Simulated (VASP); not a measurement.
# Pt (Fm-3m) in VASP: a series of runs

Runs on Pt. Level: PBE. Tasks: single point.

Program: VASP 6.6.1. These are calculated values, not measurements. Logs are shortened: lines on timing, memory, paths and dates and some standing lists are left out, and cuts for length are marked.

## Step 1: The cell of the first run

Symmetry: Fm-3m, No. 225, cubic system. The conventional cell has a = 3.970 Å, b = 3.970 Å, c = 3.970 Å, α = 90.00°, β = 90.00°, γ = 90.00°. Within 3.7 Å of Pt (site symmetry m-3m) lie 12 Pt at 2.81 Å.

## Step 2: Single point, PBE

File INCAR:

```
PREC = Accurate ; ENCUT = 520
EDIFF = 1E-7 ; ISMEAR = 0
SIGMA = 0.1 ; LREAL = F
LASPH = T ; NELM = 100
ALGO = Fast ; ISIF = 2
LWAVE = F ; LCHARG = F
GGA = PE ; NBANDS = 11
ISYM = 0
```

File KPOINTS:

```
Automatic mesh
0
Gamma
  12 9 24
```

File POSCAR:

```
Pt
1.0
    2.8072945020      0.0000000000      0.0000000000
    0.0000000000      3.9701139583      0.0000000000
    1.4036472510      1.9850569791      1.4036472510
Pt
1
Direct
    0.0000000000      0.0000000000      0.0000000000
```

Potentials or basis: VASP PAW PBE potentials, release 64 (Pt).

Command:

```bash
cat potpaw_PBE.64/Pt/POTCAR > POTCAR
mpirun -np 1 vasp_std > vasp.out
```

OUTCAR:

```text
PREC = Accurate
   ENCUT = 520
   EDIFF = 1E-7
   ISMEAR = 0
   LREAL = F
   LASPH = T
   NELM = 100
   ISIF = 2
   GGA = PE
   ISYM = 0

 ion  position               nearest neighbor table
   1  0.000  0.000  0.000-

IMPORTANT INFORMATION: All symmetrisations will be switched off!
NOSYMM: (Re-)initialisation of all symmetry stuff for point group C_1.

----------------------------------------------------------------------------------------

                                     Primitive cell

  volume of cell :      15.6440

  direct lattice vectors                    reciprocal lattice vectors
     2.807294502  0.000000000  0.000000000     0.356214854  0.000000000 -0.356214854
     0.000000000  3.970113958  0.000000000     0.000000000  0.251881939 -0.356214854
     1.403647251  1.985056979  1.403647251     0.000000000  0.000000000  0.712429707

  length of vectors
     2.807294502  3.970113958  2.807294502     0.503763877  0.436272315  0.712429707

  position of ions in fractional coordinates (direct lattice)
     0.000000000  0.000000000  0.000000000

  ion indices of the primitive-cell ions
   primitive index   ion index
                 1           1

----------------------------------------------------------------------------------------

 KPOINTS: Automatic mesh

Automatic generation of k-mesh.
 Grid dimensions read from file:
 generate k-points for:   12    9   24

 Generating k-lattice:

  Cartesian coordinates                     Fractional coordinates (reciprocal lattice)
     0.029684571  0.000000000 -0.029684571     0.083333333  0.000000000  0.000000000
     0.000000000  0.027986882 -0.039579428     0.000000000  0.111111111  0.000000000
     0.000000000  0.000000000  0.029684571     0.000000000  0.000000000  0.041666667

  Length of vectors
     0.041980323  0.048474702  0.029684571

  Shift w.r.t. Gamma in fractional coordinates (k-lattice)
     0.000000000  0.000000000  0.000000000

 -----------------------------------------------------------------------------
|                                                                             |
|           W    W    AA    RRRRR   N    N  II  N    N   GGGG   !!!           |
|           W    W   A  A   R    R  NN   N  II  NN   N  G    G  !!!           |
|           W    W  A    A  R    R  N N  N  II  N N  N  G       !!!           |
|           W WW W  AAAAAA  RRRRR   N  N N  II  N  N N  G  GGG   !            |
|           WW  WW  A    A  R   R   N   NN  II  N   NN  G    G                |
|           W    W  A    A  R    R  N    N  II  N    N   GGGG   !!!           |
|                                                                             |
[... 69 lines left out ...]
   ISIF   =      2    stress and relaxation
   ISYM   =      0    0-nonsym 1-usesym 2-fastsym
   POTIM  = 0.5000    time-step for ionic-motion
   TEBEG  =    0.0;   TEEND  =   0.0 temperature during run
   PSTRESS=    0.0 pullay stress
   NELECT =      10.0000    total number of electrons
   NUPDOWN=      -1.0000    fix difference up-down
   EMIN   =  10.00;   EMAX   =-10.00  energy-range for DOS
   EFERMI =   0.00;   METHOD = LEGACY
   ISMEAR =     0;   SIGMA  =   0.10  broadening in eV -4-tet -1-fermi 0-gaus
   EFERMI_NEDOS =   21; number of points for ismear=-14 and -15
   IALGO  =     68    algorithm
   IMIX   =      4    mixing-type and parameters
     AMIX     =   0.40;   BMIX     =  1.00
     AMIX_MAG =   1.60;   BMIX_MAG =  1.00
  volume/ion in A,a.u.               =      15.64       105.57
  Fermi-wavevector in a.u.,A,eV,Ry     =   1.410236  2.664960 27.058806  1.988766
  Thomas-Fermi vector in A             =   2.532211
   LORBIT       =      0    0 simple, 1 ext, 2 COOP (PROOUT), +10 PAW based schemes
   GGA     = PE    functional components
   LHFCALC =     F    Hartree Fock is set to
   AEXX    =    0.0000 exact exchange contribution
   IVDW    =     0    specifies the selected vdW correction
   LEPSILON=     F    determine dielectric tensor
   LRPA    =     F    only Hartree local field effects (RPA)
 non-spin polarized calculation
 RMM-DIIS sequential band-by-band and
 Gauss-broadening in eV      SIGMA  =   0.10
  energy-cutoff  :      520.00
  volume of cell :       15.64
 maximum number of plane-waves:       444
 NGX is ok and might be reduce to    24
   NGX = 11   NGY = 15   NGZ = 11

 number of electron      10.0000000 magnetization

 Free energy of the ion-electron system (eV)
  ---------------------------------------------------
  ext. energy  EPLUGINS =         0.00000000
  ---------------------------------------------------
  free energy    TOTEN  =        -6.10335406 eV

  energy without entropy =       -6.09303604  energy(sigma->0) =       -6.09819505

 E-fermi :  10.5677     XC(G=0): -13.2708

 val. band max:       10.5674121584   @ k =   0.2500   0.2222   0.3750
 cond. band min:      10.5686285290   @ k =   0.4167   0.2222   0.0000
 fundamental gap:      0.0012163706
 Fermi energy:        10.5677422931

 k-point     1 :       0.0000    0.0000    0.0000
  band No.  band energies     occupation
      1       0.7636      2.00000
      2       7.0038      2.00000
      3       7.0051      2.00000
      4       7.0080      2.00000
      5       9.0335      2.00000
      6       9.0358      2.00000
      7      25.3084      0.00000
      8      30.0661      0.00000
      9      30.0704      0.00000
     10      30.0707      0.00000
     11      35.2807      0.00000
[... 309 lines left out ...]
 k-point    24 :       0.3333    0.2222    0.0000
  band No.  band energies     occupation
      1       4.5789      2.00000
      2       5.2760      2.00000
      3       7.9986      2.00000
      4       9.2981      2.00000
      5      10.6450      0.27429
      6      15.3187      0.00000
      7      17.1985      0.00000
      8      21.6617      0.00000
      9      24.6074      0.00000
     10      30.2870      0.00000
     11      35.8845      0.00000

 [... further k-points ...]
[... 5 lines left out ...]
  --------------------------------------------------------------------------------------
  -------------------------------------------------------------------------------------
  Total       -0.0711069     -0.0399421     -0.0280448     -0.0000005      0.0155772     -0.0000004
  in kB       -7.2823813     -4.0906490     -2.8721994     -0.0000485      1.5953351     -0.0000374
  external PRESSURE =      -4.7484099 kB  Pullay stress =       0.0000000 kB

 VOLUME and BASIS-vectors are now :
 -----------------------------------------------------------------------------
  energy-cutoff  :      520.00
  volume of cell :       15.64
      direct lattice vectors                 reciprocal lattice vectors
     2.807294502  0.000000000  0.000000000     0.356214854  0.000000000 -0.356214854
     0.000000000  3.970113958  0.000000000     0.000000000  0.251881939 -0.356214854
     1.403647251  1.985056979  1.403647251     0.000000000  0.000000000  0.712429707

 POSITION                                       TOTAL-FORCE (eV/Angst)
 -----------------------------------------------------------------------------------
      0.00000      0.00000      0.00000        -0.000000     -0.000000     -0.000000
 -----------------------------------------------------------------------------------
    total drift:                               -0.000000     -0.000000     -0.000000

  FREE ENERGIE OF THE ION-ELECTRON SYSTEM (eV)
  ---------------------------------------------------
  free  energy   TOTEN  =        -6.1033540571 eV

  energy  without entropy=       -6.0930360375  energy(sigma->0) =       -6.09819505
```

OSZICAR:

```text
N       E                     dE             d eps       ncg     rms          rms(c)
DAV:   1     0.395883770024E+02    0.39588E+02   -0.53336E+03 29167   0.840E+02
DAV:   2    -0.585668419647E+01   -0.45445E+02   -0.43514E+02 32631   0.175E+02
DAV:   3    -0.648215317597E+01   -0.62547E+00   -0.62061E+00 33517   0.194E+01
DAV:   4    -0.648466064412E+01   -0.25075E-02   -0.25073E-02 32735   0.146E+00
DAV:   5    -0.648468133520E+01   -0.20691E-04   -0.20692E-04 33510   0.123E-01    0.116E+01
RMM:   6    -0.613988932321E+01    0.34479E+00   -0.36299E-01 28653   0.512E+00    0.614E+00
RMM:   7    -0.610638190189E+01    0.33507E-01   -0.65104E-02 30051   0.235E+00    0.248E+00
RMM:   8    -0.610363504452E+01    0.27469E-02   -0.75690E-03 30197   0.752E-01    0.578E-01
RMM:   9    -0.610333741732E+01    0.29763E-03   -0.84907E-04 32363   0.253E-01    0.431E-02
RMM:  10    -0.610335240381E+01   -0.14986E-04   -0.12839E-04 33605   0.853E-02    0.564E-02
RMM:  11    -0.610335368497E+01   -0.12812E-05   -0.14558E-05 34130   0.261E-02    0.918E-03
RMM:  12    -0.610335404383E+01   -0.35886E-06   -0.35478E-06 33173   0.129E-02    0.584E-03
RMM:  13    -0.610335392373E+01    0.12010E-06   -0.91429E-07 29984   0.625E-03    0.222E-03
RMM:  14    -0.610335406782E+01   -0.14409E-06   -0.24907E-07 22487   0.351E-03    0.495E-04
RMM:  15    -0.610335405711E+01    0.10710E-07   -0.59756E-08 18350   0.159E-03
   1 F= -.61033541E+01 E0= -.60981950E+01  d E =-.103180E-01
```

It took 7.1 min on 1 thread of AMD EPYC 7R43 (Zen 3), shared host; peak memory 0.31 GiB.

Results:

```
Free energy            : -6.1034 eV
Pressure               : -0.5 GPa
Band gap on the k mesh : zero (band 5 reaches 11.03 eV, above the bottom of band 6 at 8.95 eV)
```

Levels at points of the mesh, in eV from the Fermi level:
```
           k point  band 2  band 3  band 4  band 5  band 6  band 7  band 8  band 9
(0.00, 0.00, 0.00)   -3.56   -3.56   -3.56   -1.53   -1.53   14.74   19.50   19.50
(0.50, 0.00, 0.00)   -6.24    0.00    0.46    0.46    1.86    8.50   11.28   11.29
(0.00, 0.00, 0.50)   -6.24    0.00    0.46    0.46    1.86    8.50   11.28   11.28
(0.50, 0.00, 0.50)   -6.24    0.00    0.46    0.46    1.86    8.50   11.28   11.29
```

Caveat: spin-orbit coupling is left out, which moves the levels of the heavy elements.

## Step 3: Single point, PBE (volume scaled by 0.88)

File INCAR:

```
PREC = Accurate
ENCUT = 520
EDIFF = 1E-6
ISMEAR = 0
SIGMA = 0.1
LREAL = F
LASPH = T
NELM = 60
ALGO = Normal
ISIF = 2
LWAVE = F
LCHARG = T
GGA = PE
LELF = T
LVHAR = T
NBANDS = 11
```

File KPOINTS:

```
regular mesh
0
Gamma
  18 18 18
```

File POSCAR:

```
Pt
1.0
    0.0000000000      1.9022482859      1.9022482859
    1.9022482859      0.0000000000      1.9022482859
    1.9022482859      1.9022482859      0.0000000000
Pt
1
Direct
    0.0000000000      0.0000000000      0.0000000000
```

Potentials or basis: VASP PAW PBE potentials, release 64 (Pt).

Command:

```bash
cat potpaw_PBE.64/Pt/POTCAR > POTCAR
mpirun -np 1 vasp_std > vasp.out
```

OUTCAR:

```text
PREC = Accurate
   ENCUT = 520
   EDIFF = 1E-6
   ISMEAR = 0
   LREAL = F
   LASPH = T
   NELM = 60
   ISIF = 2
   GGA = PE

 ion  position               nearest neighbor table
   1  0.000  0.000  0.000-

  LATTYP: Found a face centered cubic cell.
 ALAT       =     3.8044965718

  Lattice vectors:

 A1 = (   0.0000000000,   1.9022482859,   1.9022482859)
 A2 = (   1.9022482859,   0.0000000000,   1.9022482859)
 A3 = (   1.9022482859,   1.9022482859,   0.0000000000)

Analysis of symmetry for initial positions (statically):
=====================================================================
 Subroutine PRICEL returns:
 Original cell was already a primitive cell.

 Routine SETGRP: Setting up the symmetry group for a
 face centered cubic supercell.

 Subroutine GETGRP returns: Found 48 space group operations
 (whereof 48 operations were pure point group operations)
 out of a pool of 48 trial point group operations.

The static configuration has the point symmetry O_h .

Analysis of symmetry for dynamics (positions and initial velocities):
=====================================================================
[... 159 lines left out ...]
 cond. band min:      13.1261245018   @ k =  -0.3333   0.3889   0.1111
 fundamental gap:      0.0055813112
 Fermi energy:        13.1211503328

 k-point     1 :       0.0000    0.0000    0.0000
  band No.  band energies     occupation
      1       1.8259      2.00000
      2       8.7208      2.00000
      3       8.7208      2.00000
      4       8.7208      2.00000
      5      11.2243      2.00000
      6      11.2243      2.00000
      7      27.4353      0.00000
      8      32.9281      0.00000
      9      32.9281      0.00000
     10      32.9281      0.00000
     11      38.6183      0.00000
[... 309 lines left out ...]
 k-point    24 :      -0.2222    0.0556    0.0000
  band No.  band energies     occupation
      1       4.0242      2.00000
      2       8.1518      2.00000
      3       9.1627      2.00000
      4       9.2407      2.00000
      5      10.9751      2.00000
      6      11.7762      2.00000
      7      27.2175      0.00000
      8      29.8884      0.00000
      9      35.1012      0.00000
     10      36.3654      0.00000
     11      37.5796      0.00000

 [... further k-points ...]
[... 5 lines left out ...]
  --------------------------------------------------------------------------------------
  -------------------------------------------------------------------------------------
  Total        3.7939855      3.7939855      3.7939855     -0.0000000      0.0000000      0.0000000
  in kB      441.5446752    441.5446752    441.5446752     -0.0000000      0.0000000      0.0000000
  external PRESSURE =     441.5446752 kB  Pullay stress =       0.0000000 kB

 VOLUME and BASIS-vectors are now :
 -----------------------------------------------------------------------------
  energy-cutoff  :      520.00
  volume of cell :       13.77
      direct lattice vectors                 reciprocal lattice vectors
     0.000000000  1.902248286  1.902248286    -0.262846866  0.262846866  0.262846866
     1.902248286  0.000000000  1.902248286     0.262846866 -0.262846866  0.262846866
     1.902248286  1.902248286  0.000000000     0.262846866  0.262846866 -0.262846866

 POSITION                                       TOTAL-FORCE (eV/Angst)
 -----------------------------------------------------------------------------------
      0.00000      0.00000      0.00000         0.000000      0.000000      0.000000
 -----------------------------------------------------------------------------------
    total drift:                                0.000000      0.000000      0.000000

  FREE ENERGIE OF THE ION-ELECTRON SYSTEM (eV)
  ---------------------------------------------------
  free  energy   TOTEN  =        -5.8759037548 eV

  energy  without entropy=       -5.8667756309  energy(sigma->0) =       -5.87133969
```

OSZICAR:

```text
N       E                     dE             d eps       ncg     rms          rms(c)
DAV:   1     0.412073886745E+02    0.41207E+02   -0.55036E+03  4370   0.856E+02
DAV:   2    -0.564343764060E+01   -0.46851E+02   -0.45135E+02  4915   0.182E+02
DAV:   3    -0.623629566319E+01   -0.59286E+00   -0.59127E+00  5049   0.195E+01
DAV:   4    -0.623849295867E+01   -0.21973E-02   -0.21971E-02  5016   0.138E+00
DAV:   5    -0.623850880379E+01   -0.15845E-04   -0.15846E-04  5063   0.106E-01    0.170E+01
DAV:   6    -0.593186252962E+01    0.30665E+00   -0.56849E-01  4710   0.625E+00    0.911E+00
DAV:   7    -0.588022729459E+01    0.51635E-01   -0.17287E-01  4947   0.336E+00    0.253E+00
DAV:   8    -0.587608572043E+01    0.41416E-02   -0.98528E-03  4704   0.890E-01    0.560E-01
DAV:   9    -0.587589802423E+01    0.18770E-03   -0.17503E-04  4908   0.122E-01    0.265E-02
DAV:  10    -0.587590362963E+01   -0.56054E-05   -0.45480E-06  5803   0.155E-02    0.162E-03
DAV:  11    -0.587590375481E+01   -0.12518E-06   -0.50223E-08  2634   0.210E-03
   1 F= -.58759038E+01 E0= -.58713397E+01  d E =-.912812E-02
```

stdout:

```text
POSCAR found type information on POSCAR Pt
 POSCAR found :  1 types and       1 ions
 scaLAPACK will be used
 LDA part: xc-table for (Slater+PW92), standard interpolation
 POSCAR, INCAR and KPOINTS ok, starting setup
 FFT: planning ... GRIDC
 FFT: planning ... GRID_SOFT
 FFT: planning ... GRID
 WAVECAR not read
 entering main loop
```

It took 34 s on 1 thread of Intel Xeon 8259CL, shared host; peak memory 0.15 GiB.

Results:

```
Free energy            : -5.8759 eV
Pressure               : 44.2 GPa
Band gap on the k mesh : zero (band 5 reaches 13.72 eV, above the bottom of band 6 at 11.09 eV)
```

Caveat: spin-orbit coupling is left out, which moves the levels of the heavy elements.
